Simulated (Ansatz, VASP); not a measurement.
# BaTiO3 in VASP and in Ansatz

INCAR

```
  ALGO = Normal
  EDIFF = 1E-8
  ENCUT = 520
  GGA = PS
  ISIF = 2
  ISMEAR = -1
  LASPH = True
  LCHARG = False
  LEFG = True
  LREAL = False
  LWAVE = False
  NBANDS = 28
  NELM = 80
  PREC = Accurate
  SIGMA = 0.05
```

File KPOINTS:

```
k-points
0
Gamma
  8 8 8
```

The input POSCAR:

```
BaTiO3
1.0
    3.9573602681      0.0000000000      0.0000000000
    0.0000000000      2.8180088222      2.8267000956
    0.0000000000     -2.8180088222      2.8267000956
Ba Ti O
1 1 3
Direct
    0.0000000000      0.0000000000      0.0000000000
    0.5000000000      0.5079000000      0.5079000000
    0.0000000000      0.4921000000      0.4921000000
    0.5000000000      0.5025100000      0.9937100000
    0.5000000000      0.9937100000      0.5025100000
```

Input for Ansatz:

```yaml
crystal:
  lattice:
    - [3.9573602681, 0.0, 0.0]
    - [0.0, 2.8180088222, 2.8267000956]
    - [0.0, -2.8180088222, 2.8267000956]
  atoms:
    - { symbol: Ba, position: [0.0, 0.0, 0.0] }
    - { symbol: Ti, position: [0.5, 0.5079, 0.5079] }
    - { symbol: O, position: [0.0, 0.4921, 0.4921] }
    - { symbol: O, position: [0.5, 0.50251, 0.99371] }
    - { symbol: O, position: [0.5, 0.99371, 0.50251] }
kpoints:
  mp_grid: { grid: [8, 8, 8] }
scf:
  occupations: { method: fermi_dirac, width: 0.05 }
hamiltonian:
  xc: pbesol
  pseudopotentials: { kind: all_electron, datasets: crystal }
output:
  forces: true
  stress: true
  eigenvalues: true
  efg: { contact_densities: true }
```

Change from the starting cell: volume scaled by 0.98, crystal datasets.

Alike in both runs: task electric field gradients; functional PBEsol; k mesh 8 × 8 × 8; occupations fermi-dirac, width 0.05 eV; no spin polarisation.

```csv
,VASP,Ansatz
version,VASP 6.6.1,Ansatz 0.2.0
potentials or method,"VASP PAW PBE potentials, release 64 (Ba_sv, Ti_sv, O), cutoff 520 eV","all-electron PAW with datasets made for the crystal, scalar-relativistic"
```

```csv
,VASP,Ansatz,Ansatz less VASP
gap on the k mesh at the Fermi level (eV),1.78,1.85,+0.063
pressure (GPa),1.0,-1.0,-1.95
"traceless stress, the component that is largest in VASP (GPa)",-0.74,-0.73,+0.016
rms of the force components (eV/Å),0.075,0.079,+0.0042
size of Vzz on the site where it differs most (V/Å²),6.0,6.3,+0.20
```

VASP's potentials were made for PBE, not for PBEsol. Atom by atom the forces differ by 0.009 eV/Å (rms over components). Ansatz ran all-electron here, and VASP with PAW potentials.

Neither program's run includes spin-orbit coupling.
